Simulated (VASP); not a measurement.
# Ga3Se in VASP: a series of runs

Ga3Se is run at these levels: r2SCAN; tasks: single point.

Program: VASP 6.6.1. These are calculated values, not measurements. Logs are shortened: lines on timing, memory, paths and dates and some standing lists are left out, and cuts for length are marked.

### 1 The cell of the first run

It takes space group Pm-3m (No. 221, cubic). Conventional cell: a = 4.476 Å, b = 4.476 Å, c = 4.476 Å, α = 90.00°, β = 90.00°, γ = 90.00°. Within 4.2 Å of Se (site symmetry m-3m) lie 12 Ga at 3.17 Å. Within 4.2 Å of Ga (site symmetry 4/mmm) lie 4 Se at 3.17 Å and 8 Ga at 3.17 Å.

### 2 Single point, r2SCAN

File POSCAR:

```
Ga3Se
1.0
    4.4763536464      0.0000000000      0.0000000000
    0.0000000000      4.4763536464      0.0000000000
    0.0000000000      0.0000000000      4.4763536464
Se Ga
1 3
Direct
    0.0000000000      0.0000000000      0.0000000000
    0.5000000000      0.5000000000      0.0000000000
    0.5000000000      0.0000000000      0.5000000000
    0.0000000000      0.5000000000      0.5000000000
```

File INCAR.step1:

```
PREC     = Accurate       # precision mode
ENCUT    = 520            # plane-wave cutoff, eV
ISMEAR   = 0              # smearing method
SIGMA    = 0.02           # smearing width, eV
LREAL    = False          # projectors in reciprocal space
LASPH    = True           # aspherical terms in the spheres
NELM     = 100            # most SCF steps
NBANDS   = 30             # bands
GGA      = PE             # functional
ALGO     = Normal         # electronic algorithm
EDIFF    = 1E-4           # SCF threshold, eV
LWAVE    = True           # write WAVECAR
LCHARG   = False          # write CHGCAR
```

File INCAR.step2:

```
PREC     = Accurate       # precision mode
ENCUT    = 520            # plane-wave cutoff, eV
EDIFF    = 1E-6           # SCF threshold, eV
ISMEAR   = 0              # smearing method
SIGMA    = 0.02           # smearing width, eV
LREAL    = False          # projectors in reciprocal space
LASPH    = True           # aspherical terms in the spheres
NELM     = 100            # most SCF steps
ALGO     = Normal         # electronic algorithm
ISIF     = 2              # what is computed and relaxed
LWAVE    = False          # write WAVECAR
LCHARG   = False          # write CHGCAR
METAGGA  = R2SCAN         # meta-GGA
LMIXTAU  = True         
NBANDS   = 30             # bands
ISTART   = 1
```

File KPOINTS:

```
Automatic mesh
0
Gamma
  8 8 8
```

Potentials or basis: VASP PAW PBE potentials, release 64 (Se, Ga_d).

Command:

```console
cat potpaw_PBE.64/Se/POTCAR potpaw_PBE.64/Ga_d/POTCAR > POTCAR
cp INCAR.step1 INCAR
mpirun -np 1 vasp_std > vasp.out
cp INCAR.step2 INCAR
mpirun -np 1 vasp_std > vasp.out
```

OUTCAR:

```text
PREC = Accurate
   ENCUT = 520
   EDIFF = 1E-6
   ISMEAR = 0
   LREAL = False
   LASPH = True
   NELM = 100
   ISIF = 2
   METAGGA = R2SCAN
   ISTART = 1

 ion  position               nearest neighbor table
   1  0.000  0.000  0.000-
   2  0.500  0.500  0.000-
   3  0.500  0.000  0.500-
   4  0.000  0.500  0.500-

  LATTYP: Found a simple cubic cell.
 ALAT       =     4.4763536464

  Lattice vectors:

 A1 = (   4.4763536464,   0.0000000000,   0.0000000000)
 A2 = (   0.0000000000,   4.4763536464,   0.0000000000)
 A3 = (   0.0000000000,   0.0000000000,   4.4763536464)

Analysis of symmetry for initial positions (statically):
=====================================================================
 Subroutine PRICEL returns:
 Original cell was already a primitive cell.

 Routine SETGRP: Setting up the symmetry group for a
 simple cubic supercell.

 Subroutine GETGRP returns: Found 48 space group operations
 (whereof 48 operations were pure point group operations)
 out of a pool of 48 trial point group operations.

The static configuration has the point symmetry O_h .

Analysis of symmetry for dynamics (positions and initial velocities):
=====================================================================
 Subroutine PRICEL returns:
 Original cell was already a primitive cell.

 Routine SETGRP: Setting up the symmetry group for a
 simple cubic supercell.

 Subroutine GETGRP returns: Found 48 space group operations
 (whereof 48 operations were pure point group operations)
 out of a pool of 48 trial point group operations.

The dynamic configuration has the point symmetry O_h .

 Subroutine INISYM returns: Found 48 space group operations
 (whereof 48 operations are pure point group operations),
 and found     1 'primitive' translations

----------------------------------------------------------------------------------------

                                     Primitive cell

  volume of cell :      89.6960

  direct lattice vectors                    reciprocal lattice vectors
     4.476353646  0.000000000  0.000000000     0.223396112  0.000000000  0.000000000
     0.000000000  4.476353646  0.000000000     0.000000000  0.223396112  0.000000000
     0.000000000  0.000000000  4.476353646     0.000000000  0.000000000  0.223396112

  length of vectors
     4.476353646  4.476353646  4.476353646     0.223396112  0.223396112  0.223396112

  position of ions in fractional coordinates (direct lattice)
     0.000000000  0.000000000  0.000000000
     0.500000000  0.500000000  0.000000000
     0.500000000  0.000000000  0.500000000
     0.000000000  0.500000000  0.500000000

  ion indices of the primitive-cell ions
   primitive index   ion index
                 1           1
                 2           2
                 3           3
                 4           4

----------------------------------------------------------------------------------------

 KPOINTS: Automatic mesh

Automatic generation of k-mesh.
 Grid dimensions read from file:
 generate k-points for:    8    8    8

 Generating k-lattice:

  Cartesian coordinates                     Fractional coordinates (reciprocal lattice)
     0.027924514  0.000000000  0.000000000     0.125000000  0.000000000  0.000000000
     0.000000000  0.027924514  0.000000000     0.000000000  0.125000000  0.000000000
     0.000000000  0.000000000  0.027924514     0.000000000  0.000000000  0.125000000

  Length of vectors
     0.027924514  0.027924514  0.027924514

  Shift w.r.t. Gamma in fractional coordinates (k-lattice)
     0.000000000  0.000000000  0.000000000

 Subroutine IBZKPT returns following result:
 ===========================================

 Found     35 irreducible k-points:

 Following reciprocal coordinates:
            Coordinates               Weight
  0.000000  0.000000  0.000000      1.000000
  0.125000  0.000000  0.000000      6.000000
  0.250000  0.000000  0.000000      6.000000
  0.375000  0.000000  0.000000      6.000000
  0.500000  0.000000  0.000000      3.000000
  0.125000  0.125000  0.000000     12.000000
[... 16 lines left out ...]
  0.375000  0.375000  0.125000     24.000000
  0.500000  0.375000  0.125000     24.000000
 [... further k-points ...]
   k-points           NKPTS =     35   k-points in BZ     NKDIM =     35   number of bands    NBANDS=     30
   number of dos      NEDOS =    301   number of ions     NIONS =      4
   total plane-waves  NPLWV =  46656
   dimension x,y,z NGX =    36 NGY =   36 NGZ =   36
   dimension x,y,z NGXF=    72 NGYF=   72 NGZF=   72
   ions per type =               1   3
   NGX,Y,Z   is equivalent  to a cutoff of  13.37, 13.37, 13.37 a.u.
   NGXF,Y,Z  is equivalent  to a cutoff of  26.74, 26.74, 26.74 a.u.
 SYSTEM =  unknown system
   PREC   = accura    normal or accurate (medium, high low for compatibility)
   ISTART =      1    job   : 0-new  1-cont  2-samecut
   ICHARG =      0    charge: 1-file 2-atom 10-const
   ISPIN  =      1    spin polarized calculation?
   LNONCOLLINEAR =      F non collinear calculations
   LSORBIT =      F    spin-orbit coupling
   LASPH  =      T    aspherical Exc in radial PAW
   ENCUT  =  520.0 eV  38.22 Ry    6.18 a.u.   8.32  8.32  8.32*2*pi/ulx,y,z
   NELM   =    100;   NELMIN=  2; NELMDL=  0     # of ELM steps
   EDIFF  = 0.1E-05   stopping-criterion for ELM
   LREAL  =      F    real-space projection
   EDIFFG = 0.1E-04   stopping-criterion for IOM
   NSW    =      0    number of steps for IOM
   IBRION =     -1    ionic relax: 0-MD 1-quasi-New 2-CG
   NFREE  =      0    steps in history (QN), initial steepest desc. (CG)
   ISIF   =      2    stress and relaxation
   ISYM   =      2    0-nonsym 1-usesym 2-fastsym
   POTIM  = 0.5000    time-step for ionic-motion
   TEBEG  =    0.0;   TEEND  =   0.0 temperature during run
   PSTRESS=    0.0 pullay stress
   NELECT =      45.0000    total number of electrons
   NUPDOWN=      -1.0000    fix difference up-down
   EMIN   =  10.00;   EMAX   =-10.00  energy-range for DOS
   EFERMI =   0.00;   METHOD = LEGACY
   ISMEAR =     0;   SIGMA  =   0.02  broadening in eV -4-tet -1-fermi 0-gaus
   EFERMI_NEDOS =   21; number of points for ismear=-14 and -15
   IALGO  =     38    algorithm
   IMIX   =      4    mixing-type and parameters
     AMIX     =   0.40;   BMIX     =  1.00
     AMIX_MAG =   1.60;   BMIX_MAG =  1.00
  volume/ion in A,a.u.               =      22.42       151.32
  Fermi-wavevector in a.u.,A,eV,Ry     =   1.300832  2.458216 23.023295  1.692164
  Thomas-Fermi vector in A             =   2.432005
   LORBIT       =      0    0 simple, 1 ext, 2 COOP (PROOUT), +10 PAW based schemes
   METAGGA = R2SCAN    functional components
   LHFCALC =     F    Hartree Fock is set to
   AEXX    =    0.0000 exact exchange contribution
   IVDW    =     0    specifies the selected vdW correction
   LEPSILON=     F    determine dielectric tensor
   LRPA    =     F    only Hartree local field effects (RPA)
 non-spin polarized calculation
 Gauss-broadening in eV      SIGMA  =   0.02
  energy-cutoff  :      520.00
  volume of cell :       89.70
 maximum number of plane-waves:      2469
 NGX is ok and might be reduce to    36
   NGX = 17   NGY = 17   NGZ = 17

 number of electron      44.9999976 magnetization

 Free energy of the ion-electron system (eV)
  ---------------------------------------------------
  ext. energy  EPLUGINS =         0.00000000
  ---------------------------------------------------
  free energy    TOTEN  =       -48.17641090 eV

  energy without entropy =      -48.17543663  energy(sigma->0) =      -48.17592376

 E-fermi :   4.2250     XC(G=0): -10.9134

 val. band max:        4.2124283737   @ k =   0.3750   0.2500   0.1250
 cond. band min:       4.2280186839   @ k =   0.5000   0.2500   0.2500
 fundamental gap:      0.0155903102
 Fermi energy:         4.2250087075

 k-point     1 :       0.0000    0.0000    0.0000
  band No.  band energies     occupation
      1     -11.3236      2.00000
      2     -11.3105      2.00000
      3     -11.3105      2.00000
      4     -11.3105      2.00000
      5     -11.2663      2.00000
      6     -11.2663      2.00000
[... 22 lines left out ...]
     29      10.7638      0.00000
     30      11.8476      0.00000

 k-point     2 :       0.1250    0.0000    0.0000
  band No.  band energies     occupation
      1     -11.3146      2.00000
      2     -11.3088      2.00000
      3     -11.3032      2.00000
      4     -11.3032      2.00000
      5     -11.2653      2.00000
      6     -11.2612      2.00000
[... 22 lines left out ...]
     29      11.2445      0.00000
     30      11.9389      0.00000

 k-point     3 :       0.2500    0.0000    0.0000
  band No.  band energies     occupation
      1     -11.3043      2.00000
      2     -11.2907      2.00000
      3     -11.2824      2.00000
      4     -11.2824      2.00000
      5     -11.2625      2.00000
      6     -11.2474      2.00000
[... 22 lines left out ...]
     29      11.6853      0.00000
     30      12.0605      0.00000

 k-point     4 :       0.3750    0.0000    0.0000
  band No.  band energies     occupation
      1     -11.2993      2.00000
      2     -11.2661      2.00000
      3     -11.2531      2.00000
      4     -11.2531      2.00000
      5     -11.2521      2.00000
      6     -11.2293      2.00000
[... 22 lines left out ...]
     29      10.3286      0.00000
     30      11.0687      0.00000

 k-point     5 :       0.5000    0.0000    0.0000
  band No.  band energies     occupation
      1     -11.2971      2.00000
      2     -11.2626      2.00000
      3     -11.2344      2.00000
      4     -11.2344      2.00000
      5     -11.2329      2.00000
      6     -11.2188      2.00000
[... 22 lines left out ...]
     29       8.9789      0.00000
     30      10.6430      0.00000
[... 526 lines left out ...]
     29       9.4278      0.00000
     30      10.5676      0.00000

 k-point    22 :       0.5000    0.2500    0.1250
  band No.  band energies     occupation
      1     -11.2760      2.00000
      2     -11.2718      2.00000
      3     -11.2579      2.00000
      4     -11.2458      2.00000
      5     -11.2180      2.00000
      6     -11.2132      2.00000
[... 22 lines left out ...]
     29       9.7147      0.00000
     30      10.8761      0.00000

 k-point    23 :       0.3750    0.3750    0.1250
  band No.  band energies     occupation
      1     -11.2880      2.00000
      2     -11.2622      2.00000
      3     -11.2537      2.00000
      4     -11.2523      2.00000
      5     -11.2322      2.00000
      6     -11.2161      2.00000
[... 22 lines left out ...]
     29       9.7454      0.00000
     30      10.4048      0.00000

 k-point    24 :       0.5000    0.3750    0.1250
  band No.  band energies     occupation
      1     -11.2899      2.00000
      2     -11.2589      2.00000
      3     -11.2557      2.00000
      4     -11.2508      2.00000
      5     -11.2218      2.00000
      6     -11.2166      2.00000
[... 22 lines left out ...]
     29       9.7195      0.00000
     30      11.8069      0.00000

 [... further k-points ...]

------------------------ aborting loop because EDIFF is reached ----------------------------------------

  FORCE on cell =-STRESS in cart. coord.  units (eV):
  Direction    XX          YY          ZZ          XY          YZ          ZX
  --------------------------------------------------------------------------------------
  -------------------------------------------------------------------------------------
  Total       -1.4608306     -1.4608306     -1.4608306     -0.0000000      0.0000000      0.0000000
  in kB      -26.0937958    -26.0937958    -26.0937958     -0.0000000      0.0000000      0.0000000
  external PRESSURE =     -26.0937958 kB  Pullay stress =       0.0000000 kB

 VOLUME and BASIS-vectors are now :
 -----------------------------------------------------------------------------
  energy-cutoff  :      520.00
  volume of cell :       89.70
      direct lattice vectors                 reciprocal lattice vectors
     4.476353646  0.000000000  0.000000000     0.223396112  0.000000000  0.000000000
     0.000000000  4.476353646  0.000000000     0.000000000  0.223396112  0.000000000
     0.000000000  0.000000000  4.476353646     0.000000000  0.000000000  0.223396112

 POSITION                                       TOTAL-FORCE (eV/Angst)
 -----------------------------------------------------------------------------------
      0.00000      0.00000      0.00000         0.000000      0.000000      0.000000
      2.23818      2.23818      0.00000         0.000000      0.000000      0.000000
      2.23818      0.00000      2.23818         0.000000      0.000000      0.000000
      0.00000      2.23818      2.23818         0.000000      0.000000      0.000000
 -----------------------------------------------------------------------------------
    total drift:                                0.000000      0.000000      0.000000

  FREE ENERGIE OF THE ION-ELECTRON SYSTEM (eV)
  ---------------------------------------------------
  free  energy   TOTEN  =       -48.1764109016 eV

  energy  without entropy=      -48.1754366280  energy(sigma->0) =      -48.17592376
```

Wall time 3.6 min (1 thread of Intel Xeon 6975P-C, shared host); peak memory 0.26 GiB.

Results:

- Free energy: -48.1764 eV
- Pressure: -2.6 GPa

Caveat: the PAW data sets were made with another functional, which shifts forces and pressure a little.

### 3 Single point, r2SCAN

This run uses another cell than the first one, of 21.77 Å³/atom, 0.971 times its volume.

File POSCAR:

```
Ga3Se
1.0
    4.4324650000      0.0000000000      0.0000000000
    0.0000000000      4.4324650000      0.0000000000
    0.0000000000      0.0000000000      4.4324650000
Se Ga
1 3
Direct
    0.0000000000      0.0000000000      0.0225608098
    0.5000000000      0.5000000000      0.0000000000
    0.5000000000      0.0000000000      0.5000000000
    0.0000000000      0.5000000000      0.5000000000
```

File INCAR.step1:

```
SYSTEM = Ga3Se
PREC = Accurate
ENCUT = 520
ISMEAR = 0
SIGMA = 0.02
LREAL = .False.
LASPH = .True.
NELM = 60
NBANDS = 30
GGA = PE
ALGO = Normal
EDIFF = 1E-4
LWAVE = .True.
LCHARG = .False.
```

File INCAR.step2:

```
SYSTEM = Ga3Se
PREC = Accurate
ENCUT = 520
EDIFF = 1E-7
ISMEAR = 0
SIGMA = 0.02
LREAL = .False.
LASPH = .True.
NELM = 60
ALGO = Normal
ISIF = 2
LWAVE = .False.
LCHARG = .True.
METAGGA = R2SCAN
LMIXTAU = .True.
LELF = .True.
LVHAR = .True.
NBANDS = 30
ISTART = 1
```

File KPOINTS:

```
regular mesh
0
Gamma
  8 8 8
  0 0 0
```

Potentials or basis: VASP PAW PBE potentials, release 64 (Se, Ga_d).

Command:

```console
cat potpaw_PBE.64/Se/POTCAR potpaw_PBE.64/Ga_d/POTCAR > POTCAR
cp INCAR.step1 INCAR
mpirun -np 1 vasp_std > vasp.out
cp INCAR.step2 INCAR
mpirun -np 1 vasp_std > vasp.out
```

Run time: 8.6 min. Hardware: 1 thread of Intel Xeon 6975P-C, shared host; peak memory 0.33 GiB.

The run converged. Its results:

```
Free energy   : -48.2141 eV
Pressure      : -1.6 GPa
Largest force : 0.083 eV/Å
```

Forces on the atoms (eV/Å):
```
Se   0.000  0.000  0.060
Ga   0.000  0.000 -0.083
Ga   0.000  0.000  0.011
Ga   0.000  0.000  0.011
```

Levels at points of the mesh, in eV from the Fermi level:
```csv
k point,band 18,band 19,band 20,band 21,band 22,band 23,band 24,band 25,band 26,band 27
"(0.00, 0.00, 0.00)",-3.96,-3.95,-3.95,-2.82,-2.79,1.64,1.65,1.65,4.66,4.66
"(0.50, 0.00, 0.00)",-5.38,-2.99,-2.97,-2.15,-1.18,-0.26,-0.19,1.43,4.27,4.43
"(0.00, 0.00, 0.50)",-5.38,-3.00,-3.00,-2.15,-1.14,-0.24,-0.24,1.44,4.27,4.41
"(0.50, 0.50, 0.00)",-7.08,-6.66,-2.38,-0.73,-0.73,-0.55,1.49,1.82,1.82,1.92
"(0.00, 0.50, 0.50)",-7.06,-6.64,-2.36,-0.78,-0.73,-0.58,1.49,1.79,1.83,1.94
"(0.50, 0.50, 0.50)",-5.36,-5.23,-5.05,-4.92,-4.92,-3.70,4.20,4.20,4.22,8.94
```

Caveat: the PAW data sets were made with another functional, which shifts forces and pressure a little.
